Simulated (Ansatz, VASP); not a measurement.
# Hf in VASP and in Ansatz

```
Hf
1.0
     3.23930    0.00000    0.00000
    -1.61965    2.80532    0.00000
     0.00000    0.00000    5.29600
Hf
2
Direct
  0.33333 0.66667 0.25000
  0.66667 0.33333 0.75000
```

Alike in both runs: task single point; functional PBEsol; k mesh 18 × 18 × 10; occupations gaussian, width 0.15 eV; no spin polarisation.

|  | VASP | Ansatz |
| --- | --- | --- |
| version | VASP 6.6.1 | Ansatz 0.2.0 |
| potentials or method | VASP PAW PBE potentials, release 64 (Hf_pv), cutoff 520 eV | scalar-relativistic, plane waves, PAW |
| valence electrons in the cell | 20 | 52 |

```csv
,VASP,Ansatz,Ansatz less VASP
gap on the k mesh at the Fermi level (eV),none,none,-
pressure (GPa),-10.5,-10.2,+0.37
"traceless stress, the component that is largest in VASP (GPa)",-2.45,-2.42,+0.037
```

VASP's potentials were made for PBE, not for PBEsol. A gap of «none» marks a metal or a gap that the smearing closes. VASP's potentials hold 20 valence electrons a cell and Ansatz's 52, so a difference there can come from the potentials and not from the codes.

Spin-orbit coupling is off throughout.
